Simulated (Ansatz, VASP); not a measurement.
## One calculation of NaCl, two programs

The input INCAR:

```
SYSTEM = NaCl
PREC = Accurate
ENCUT = 520
EDIFF = 1E-6
ISMEAR = 0
SIGMA = 0.05
LREAL = .False.
LASPH = .True.
NELM = 80
ALGO = Normal
ISIF = 2
LWAVE = .False.
LCHARG = .False.
GGA = PS
NBANDS = 14
```

File KPOINTS:

```
Automatic mesh
0
Gamma
  6 6 6
  0 0 0
```

Contents of POSCAR:

```
NaCl
1.0
    3.6422776000      0.0000000000      0.0000000000
    0.0000000000      3.6422776000      0.0000000000
    0.0000000000      0.0000000000      3.3621024000
Na Cl
1 1
Direct
    0.0000000000      0.0000000000      0.0000000000
    0.5000000000      0.5000000000      0.5000000000
```

Input for Ansatz:

```yaml
crystal:
  lattice:
    - [3.6422776, 0.0, 0.0]
    - [0.0, 3.6422776, 0.0]
    - [0.0, 0.0, 3.3621024]
  atoms:
    - { symbol: Na, position: [0.0, 0.0, 0.0] }
    - { symbol: Cl, position: [0.5, 0.5, 0.5] }
basis:
  ecutwfc: 420
kpoints:
  mp_grid: { grid: [6, 6, 6] }
hamiltonian:
  xc: pbesol
scf:
  occupations: { method: gaussian, width: 0.05 }
output:
  forces: true
  stress: true
  eigenvalues: true
```

Change from the starting cell: strain +0.040 along x and y, -0.040 along z, atoms carried along.

Alike in both runs: task single point; functional PBEsol; k mesh 6 × 6 × 6; occupations gaussian, width 0.05 eV; no spin polarisation.

|  | VASP | Ansatz |
| --- | --- | --- |
| version | VASP 6.6.1 | Ansatz 0.2.0 |
| potentials or method | VASP PAW PBE potentials, release 64 (Na_pv, Cl), cutoff 520 eV | scalar-relativistic, plane waves, PAW |
| valence electrons in the cell | 14 | 16 |

VASP gave:

| Property | Result |
| --- | --- |
| gap on the k mesh at the Fermi level (eV) | 3.30 |
| least direct gap on the mesh (eV) | 3.65 |
| pressure (GPa) | -1.9 |
| traceless stress, the component that is largest in VASP (GPa) | 3.79 |

Problem. What did Ansatz give for the same quantities?

Solution. gap on the k mesh at the Fermi level (eV): 3.30; least direct gap on the mesh (eV): 3.65; pressure (GPa): -1.9; traceless stress, the component that is largest in VASP (GPa): 3.78.

VASP's potentials were made for PBE, not for PBEsol. The functional is the same, so the differences come from potentials, cutoffs and numerics. VASP's potentials hold 14 valence electrons a cell and Ansatz's 16, so a difference there can come from the potentials and not from the codes.
